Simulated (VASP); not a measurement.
A run of VASP 6.6.1 is set up as follows.

INCAR

```
ALGO = Normal
EDIFF = 1E-6
ENCUT = 520
GGA = PE
ISIF = 2
ISMEAR = -1
LASPH = T
LCHARG = T
LELF = T
LREAL = F
LVHAR = T
LWAVE = F
NBANDS = 9
NELM = 60
PREC = Accurate
SIGMA = 0.08
```

File KPOINTS:

```
k-points
0
Gamma
  16 16 16
```

File POSCAR:

```
Te
1.0
   -1.6313615495      1.6313615495      1.6313615495
    1.6313615495     -1.6313615495      1.6313615495
    1.6313615495      1.6313615495     -1.6313615495
Te
1
Direct
    0.0000000000      0.0000000000      0.0000000000
```

Potentials or basis: VASP PAW PBE potentials, release 64 (Te).

Launch:

```console
$ cat potpaw_PBE.64/Te/POTCAR > POTCAR
$ mpirun -np 1 vasp_std > vasp.out
```

(1) Predict the band gap on the k mesh.

(2) What does it give for the pressure?

## Answers

(1) zero (bands 3 and 4 overlap by 13.09 eV).

(2) 87.3 GPa.

Caveat: the cell stands under pressure; spin-orbit coupling is left out, which moves the levels of the heavy elements.
